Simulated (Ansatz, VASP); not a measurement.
**AlAs in VASP and in Ansatz**

```
Al As
1.0
     0.00000    5.72791   -5.72791
     5.72791    5.72791    0.00000
     5.72791    0.00000   -5.72791
Al As
8 8
Direct
  0.00000 0.00000 0.50000
  0.00000 0.50000 0.50000
  0.50000 0.00000 0.50000
  0.50000 0.50000 0.50000
  0.00000 0.00000 0.00000
  0.00000 0.50000 0.00000
  0.50000 0.00000 0.00000
  0.50000 0.50000 0.00000
  0.12500 0.12500 0.12500
  0.12500 0.62500 0.12500
  0.62500 0.12500 0.12500
  0.62500 0.62500 0.12500
  0.12500 0.12500 0.62500
  0.12500 0.62500 0.62500
  0.62500 0.12500 0.62500
  0.62500 0.62500 0.62500
```

Alike in both runs: task single point; functional PBE; k mesh 3 × 3 × 3; occupations gaussian, width 0.01 eV; no spin polarisation.

|  | VASP | Ansatz |
| --- | --- | --- |
| version | VASP 6.6.1 | Ansatz 0.2.0 |
| potentials or method | VASP PAW PBE potentials, release 64 (Al, As), cutoff 520 eV | scalar-relativistic, plane waves, PAW |
| valence electrons in the cell | 64 | 144 |

```tsv
	VASP	Ansatz	Ansatz less VASP
gap on the k mesh at the Fermi level (eV)	1.49	1.50	+0.009
least direct gap on the mesh (eV)	1.49	1.50	+0.009
pressure (GPa)	0.2	0.0	-0.17
```

VASP's potentials hold 64 valence electrons a cell and Ansatz's 144, so a difference there can come from the potentials and not from the codes.
